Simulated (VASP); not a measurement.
# Sn (Fd-3m) in VASP: further runs

Sn is run at these levels: PBEsol; tasks: single point, relaxation of volume and atoms at fixed shape.

Everything below comes from runs of VASP 6.6.1. Logs are shortened: lines on timing, memory, paths and dates and some standing lists are left out, and cuts for length are marked.

## 1. The cell of the first run

The structure is cubic, space group Fd-3m (No. 227). The conventional cell has a = 6.544 Å, b = 6.544 Å, c = 6.544 Å, α = 90.00°, β = 90.00°, γ = 90.00°. Sn (site symmetry -43m) has 4 Sn at 2.83 Å within 3.7 Å.

This isn't the form of Sn at room conditions, which is tetragonal (white tin).

## 2. Single point, PBEsol

Contents of INCAR:

```
PREC = Accurate ; ENCUT = 520
EDIFF = 1E-6 ; ISMEAR = -1
SIGMA = 0.1 ; LREAL = F
LASPH = T ; NELM = 60
ALGO = Normal ; ISIF = 2
LWAVE = F ; LCHARG = F
GGA = PS ; NBANDS = 21
```

Contents of KPOINTS:

```
regular mesh
0
Gamma
  7 7 7
```

Contents of POSCAR:

```
Sn
1.0
    0.0000000000      3.2721634330      3.2721634330
    3.2721634330      0.0000000000      3.2721634330
    3.2721634330      3.2721634330      0.0000000000
Sn
2
Direct
    0.0000000000      0.0000000000      0.0000000000
    0.2500000000      0.2500000000      0.2500000000
```

Potentials or basis: VASP PAW PBE potentials, release 64 (Sn_d).

Run with:

```
> cat potpaw_PBE.64/Sn_d/POTCAR > POTCAR
> mpirun -np 1 vasp_std > vasp.out
```

OUTCAR:

```text
PREC = Accurate
   ENCUT = 520
   EDIFF = 1E-6
   ISMEAR = -1
   LREAL = F
   LASPH = T
   NELM = 60
   ISIF = 2
   GGA = PS

 ion  position               nearest neighbor table
   1  0.000  0.000  0.000-   2 2.83   2 2.83   2 2.83   2 2.83
   2  0.250  0.250  0.250-   1 2.83   1 2.83   1 2.83   1 2.83

  LATTYP: Found a face centered cubic cell.
 ALAT       =     6.5443268660

  Lattice vectors:

 A1 = (   0.0000000000,   3.2721634330,   3.2721634330)
 A2 = (   3.2721634330,   0.0000000000,   3.2721634330)
 A3 = (   3.2721634330,   3.2721634330,   0.0000000000)

Analysis of symmetry for initial positions (statically):
=====================================================================
 Subroutine PRICEL returns:
 Original cell was already a primitive cell.

 Routine SETGRP: Setting up the symmetry group for a
 face centered cubic supercell.

 Subroutine GETGRP returns: Found 48 space group operations
 (whereof 24 operations were pure point group operations)
 out of a pool of 48 trial point group operations.

The static configuration has the point symmetry T_d .
 The point group associated with its full space group is O_h .

Analysis of symmetry for dynamics (positions and initial velocities):
=====================================================================
 Subroutine PRICEL returns:
 Original cell was already a primitive cell.

 Routine SETGRP: Setting up the symmetry group for a
 face centered cubic supercell.

 Subroutine GETGRP returns: Found 48 space group operations
 (whereof 24 operations were pure point group operations)
 out of a pool of 48 trial point group operations.

The dynamic configuration has the point symmetry T_d .
 The point group associated with its full space group is O_h .

 Subroutine INISYM returns: Found 48 space group operations
 (whereof 24 operations are pure point group operations),
 and found     1 'primitive' translations

----------------------------------------------------------------------------------------

                                     Primitive cell

  volume of cell :      70.0705

  direct lattice vectors                    reciprocal lattice vectors
     0.000000000  3.272163433  3.272163433    -0.152804104  0.152804104  0.152804104
     3.272163433  0.000000000  3.272163433     0.152804104 -0.152804104  0.152804104
     3.272163433  3.272163433  0.000000000     0.152804104  0.152804104 -0.152804104

  length of vectors
     4.627537905  4.627537905  4.627537905     0.264664471  0.264664471  0.264664471

  position of ions in fractional coordinates (direct lattice)
     0.000000000  0.000000000  0.000000000
     0.250000000  0.250000000  0.250000000

  ion indices of the primitive-cell ions
   primitive index   ion index
                 1           1
                 2           2

----------------------------------------------------------------------------------------

 KPOINTS: regular mesh

Automatic generation of k-mesh.
 Grid dimensions read from file:
 generate k-points for:    7    7    7

 Generating k-lattice:

  Cartesian coordinates                     Fractional coordinates (reciprocal lattice)
    -0.021829158  0.021829158  0.021829158     0.142857143  0.000000000  0.000000000
     0.021829158 -0.021829158  0.021829158     0.000000000  0.142857143  0.000000000
     0.021829158  0.021829158 -0.021829158     0.000000000  0.000000000  0.142857143

  Length of vectors
     0.037809210  0.037809210  0.037809210

  Shift w.r.t. Gamma in fractional coordinates (k-lattice)
     0.000000000  0.000000000  0.000000000

 Subroutine IBZKPT returns following result:
 ===========================================

 Found     20 irreducible k-points:

 Following reciprocal coordinates:
            Coordinates               Weight
  0.000000  0.000000  0.000000      1.000000
  0.142857  0.000000  0.000000      8.000000
  0.285714  0.000000  0.000000      8.000000
  0.428571  0.000000  0.000000      8.000000
  0.142857  0.142857  0.000000      6.000000
  0.285714  0.142857  0.000000     24.000000
[... 12 lines left out ...]
 -0.428571  0.428571  0.142857     24.000000
 -0.285714  0.428571  0.142857     24.000000
   k-points           NKPTS =     20   k-points in BZ     NKDIM =     20   number of bands    NBANDS=     21
   number of dos      NEDOS =    301   number of ions     NIONS =      2
   total plane-waves  NPLWV =  46656
   dimension x,y,z NGX =    36 NGY =   36 NGZ =   36
   dimension x,y,z NGXF=    72 NGYF=   72 NGZF=   72
   ions per type =               2
   NGX,Y,Z   is equivalent  to a cutoff of  12.93, 12.93, 12.93 a.u.
   NGXF,Y,Z  is equivalent  to a cutoff of  25.87, 25.87, 25.87 a.u.
 SYSTEM =  unknown system
   PREC   = accura    normal or accurate (medium, high low for compatibility)
   ISTART =      0    job   : 0-new  1-cont  2-samecut
   ICHARG =      2    charge: 1-file 2-atom 10-const
   ISPIN  =      1    spin polarized calculation?
   LNONCOLLINEAR =      F non collinear calculations
   LSORBIT =      F    spin-orbit coupling
   LASPH  =      T    aspherical Exc in radial PAW
   ENCUT  =  520.0 eV  38.22 Ry    6.18 a.u.   8.60  8.60  8.60*2*pi/ulx,y,z
   NELM   =     60;   NELMIN=  2; NELMDL= -5     # of ELM steps
   EDIFF  = 0.1E-05   stopping-criterion for ELM
   LREAL  =      F    real-space projection
   EDIFFG = 0.1E-04   stopping-criterion for IOM
   NSW    =      0    number of steps for IOM
   IBRION =     -1    ionic relax: 0-MD 1-quasi-New 2-CG
   NFREE  =      0    steps in history (QN), initial steepest desc. (CG)
   ISIF   =      2    stress and relaxation
   ISYM   =      2    0-nonsym 1-usesym 2-fastsym
   POTIM  = 0.5000    time-step for ionic-motion
   TEBEG  =    0.0;   TEEND  =   0.0 temperature during run
   PSTRESS=    0.0 pullay stress
   NELECT =      28.0000    total number of electrons
   NUPDOWN=      -1.0000    fix difference up-down
   EMIN   =  10.00;   EMAX   =-10.00  energy-range for DOS
   EFERMI =   0.00;   METHOD = LEGACY
   ISMEAR =    -1;   SIGMA  =   0.10  broadening in eV -4-tet -1-fermi 0-gaus
   EFERMI_NEDOS =   21; number of points for ismear=-14 and -15
   IALGO  =     38    algorithm
   IMIX   =      4    mixing-type and parameters
     AMIX     =   0.40;   BMIX     =  1.00
     AMIX_MAG =   1.60;   BMIX_MAG =  1.00
  volume/ion in A,a.u.               =      35.04       236.43
  Fermi-wavevector in a.u.,A,eV,Ry     =   1.205820  2.278670 19.782900  1.454002
  Thomas-Fermi vector in A             =   2.341505
   LORBIT       =      0    0 simple, 1 ext, 2 COOP (PROOUT), +10 PAW based schemes
   GGA     = PS    functional components
   LHFCALC =     F    Hartree Fock is set to
   AEXX    =    0.0000 exact exchange contribution
   IVDW    =     0    specifies the selected vdW correction
   LEPSILON=     F    determine dielectric tensor
   LRPA    =     F    only Hartree local field effects (RPA)
 non-spin polarized calculation
  energy-cutoff  :      520.00
  volume of cell :       70.07
 maximum number of plane-waves:      1917
   NGX = 17   NGY = 17   NGZ = 17

 number of electron      27.9999985 magnetization

 Free energy of the ion-electron system (eV)
  ---------------------------------------------------
  ext. energy  EPLUGINS =         0.00000000
  ---------------------------------------------------
  free energy    TOTEN  =        -8.45347666 eV

  energy without entropy =       -8.44225027  energy(sigma->0) =       -8.44786347

 E-fermi :   5.1501     XC(G=0):  -8.9550

 val. band max:        5.1491836756   @ k =   0.4286   0.0000   0.0000
 cond. band min:       5.3138449165   @ k =   0.0000   0.0000   0.0000
 fundamental gap:      0.1646612409
 Fermi energy:         5.1500538748

 k-point     1 :       0.0000    0.0000    0.0000
  band No.  band energies     occupation
      1     -16.3220      2.00000
      2     -16.3220      2.00000
      3     -16.3220      2.00000
      4     -16.2650      2.00000
      5     -16.2650      2.00000
      6     -15.9734      2.00000
[... 13 lines left out ...]
     20      13.1361      0.00000
     21      13.1361      0.00000

 k-point     2 :       0.1429    0.0000    0.0000
  band No.  band energies     occupation
      1     -16.3342      2.00000
      2     -16.3342      2.00000
      3     -16.3173      2.00000
      4     -16.2474      2.00000
      5     -16.2474      2.00000
      6     -15.9984      2.00000
[... 13 lines left out ...]
     20      12.1724      0.00000
     21      12.1724      0.00000

 k-point     3 :       0.2857    0.0000    0.0000
  band No.  band energies     occupation
      1     -16.3489      2.00000
      2     -16.3489      2.00000
      3     -16.3066      2.00000
      4     -16.2223      2.00000
      5     -16.2223      2.00000
      6     -16.0205      2.00000
[... 13 lines left out ...]
     20      12.1790      0.00000
     21      12.1790      0.00000

 k-point     4 :       0.4286    0.0000    0.0000
  band No.  band energies     occupation
      1     -16.3554      2.00000
      2     -16.3554      2.00000
      3     -16.2975      2.00000
      4     -16.2094      2.00000
      5     -16.2094      2.00000
      6     -16.0303      2.00000
[... 13 lines left out ...]
     20      13.3988      0.00000
     21      13.3988      0.00000

 k-point     5 :       0.1429    0.1429    0.0000
  band No.  band energies     occupation
      1     -16.3323      2.00000
      2     -16.3323      2.00000
      3     -16.3295      2.00000
      4     -16.2498      2.00000
      5     -16.2282      2.00000
      6     -16.0332      2.00000
[... 13 lines left out ...]
     20      11.2940      0.00000
     21      13.3607      0.00000
[... 286 lines left out ...]
     20      13.3502      0.00000
     21      14.0337      0.00000

 k-point    18 :      -0.4286    0.2857    0.1429
  band No.  band energies     occupation
      1     -16.3842      2.00000
      2     -16.3706      2.00000
      3     -16.2503      2.00000
      4     -16.1811      2.00000
      5     -16.1516      2.00000
      6     -16.1071      2.00000
[... 13 lines left out ...]
     20      13.4912      0.00000
     21      14.1969      0.00000

 k-point    19 :      -0.4286    0.4286    0.1429
  band No.  band energies     occupation
      1     -16.3803      2.00000
      2     -16.3780      2.00000
      3     -16.2428      2.00000
      4     -16.1767      2.00000
      5     -16.1495      2.00000
      6     -16.0963      2.00000
[... 13 lines left out ...]
     20      14.0229      0.00000
     21      15.3042      0.00000

 k-point    20 :      -0.2857    0.4286    0.1429
  band No.  band energies     occupation
      1     -16.3907      2.00000
      2     -16.3788      2.00000
      3     -16.2203      2.00000
      4     -16.1564      2.00000
      5     -16.1395      2.00000
      6     -16.1093      2.00000
[... 13 lines left out ...]
     20      13.8155      0.00000
     21      15.4785      0.00000

------------------------ aborting loop because EDIFF is reached ----------------------------------------

  FORCE on cell =-STRESS in cart. coord.  units (eV):
  Direction    XX          YY          ZZ          XY          YZ          ZX
  --------------------------------------------------------------------------------------
  -------------------------------------------------------------------------------------
  Total       -0.0282657     -0.0282657     -0.0282657      0.0000000     -0.0000000     -0.0000000
  in kB       -0.6463010     -0.6463010     -0.6463010      0.0000000     -0.0000000     -0.0000000
  external PRESSURE =      -0.6463010 kB  Pullay stress =       0.0000000 kB

 VOLUME and BASIS-vectors are now :
 -----------------------------------------------------------------------------
  energy-cutoff  :      520.00
  volume of cell :       70.07
      direct lattice vectors                 reciprocal lattice vectors
     0.000000000  3.272163433  3.272163433    -0.152804104  0.152804104  0.152804104
     3.272163433  0.000000000  3.272163433     0.152804104 -0.152804104  0.152804104
     3.272163433  3.272163433  0.000000000     0.152804104  0.152804104 -0.152804104

 POSITION                                       TOTAL-FORCE (eV/Angst)
 -----------------------------------------------------------------------------------
      0.00000      0.00000      0.00000         0.000000      0.000000      0.000000
      1.63608      1.63608      1.63608        -0.000000     -0.000000     -0.000000
 -----------------------------------------------------------------------------------
    total drift:                                0.000000      0.000000      0.000000

  FREE ENERGIE OF THE ION-ELECTRON SYSTEM (eV)
  ---------------------------------------------------
  free  energy   TOTEN  =        -8.4534766610 eV

  energy  without entropy=       -8.4422502746  energy(sigma->0) =       -8.44786347
```

It took 48 s on 1 thread of Oxide Virtual Turin-like, shared host; peak memory 0.17 GiB.

Results:

* Free energy: -8.4535 eV
* Pressure: -0.1 GPa
* Band gap on the k mesh: zero (bands 14 and 15 overlap by 0.16 eV)

Levels at points of the mesh, in eV from the Fermi level:
| k point | band 10 | band 11 | band 12 | band 13 | band 14 | band 15 | band 16 | band 17 | band 18 | band 19 |
| --- | --- | --- | --- | --- | --- | --- | --- | --- | --- | --- |
| (0.00, 0.00, 0.00) | -21.12 | -10.39 | -0.79 | 0.16 | 0.16 | 0.16 | 2.22 | 2.22 | 2.22 | 4.92 |

Caveat: the PAW data sets were made with another functional, which shifts forces and pressure a little; spin-orbit coupling is left out, which moves the levels of the heavy elements.

[end of part 1 of 2]

The gap in the log of VASP goes by the Fermi energy; the results here count the filled bands.